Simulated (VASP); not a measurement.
Wanted: the native input for a VASP 6.6.1 run.

| Item | Value |
| --- | --- |
| Task | single point |
| Functional | BLYP |
| Dispersion | D4 |
| Potentials or basis | VASP PAW PBE potentials, release 64 (Au) |
| Cutoff | 520 eV |
| k mesh | 11 × 11 × 6 |
| Occupations | fermi-dirac, width 0.05 eV |
| Spin | no spin polarisation |
| Dipole correction | no |
| Further INCAR settings | ALGO = Normal; EDIFF = 1e-07; NBANDS = 18 |

The structure of Au lies in POSCAR:

```
Au
1.0
    2.9126297351      0.0000000000      0.0000000000
   -1.4563148675      2.5224113424      0.0000000000
    0.0000000000      0.0000000000      4.8818213130
Au
2
Direct
    0.6666666667      0.3333333333      0.2500000000
    0.3333333333      0.6666666667      0.7500000000
```

This isn't the form of Au at room conditions, which is fcc.

One way to write it, as run:

INCAR

```
AGGAC = 1.0 ; AGGAX = 1.0
ALDAC = 0.0 ; ALDAX = 1.0
ALGO = Normal ; EDIFF = 1E-7
ENCUT = 520 ; GGA = B5
ISIF = 2 ; ISMEAR = -1
IVDW = 13 ; LASPH = True
LCHARG = False ; LREAL = False
LWAVE = False ; NBANDS = 18
NELM = 80 ; PREC = Accurate
SIGMA = 0.05 ; VDW_A1 = 0.44488865
VDW_A2 = 4.0933009 ; VDW_S6 = 1.0
VDW_S8 = 2.34076671
```

KPOINTS

```
k-points
0
Gamma
  11 11 6
```

Potentials or basis: VASP PAW PBE potentials, release 64 (Au).

The run is started by

```console
$ cat potpaw_PBE.64/Au/POTCAR > POTCAR
$ mpirun -np 1 vasp_std > vasp.out
```

It gave:

```yaml
Pressure: 0.6 GPa
Band_gap_on_the_k_mesh: zero (bands 11 and 12 overlap by 6.22 eV)
Dispersion_energy_per_atom: -1.242 eV
```

Caveat: the dispersion term is far too large for a dense solid, which distorts pressure and volume; the PAW data sets were made with another functional, which shifts forces and pressure a little; spin-orbit coupling is left out, which moves the levels of the heavy elements.

It took 49 s on 1 thread of Intel Xeon 8259CL (shared host), peak memory 0.18 GiB.
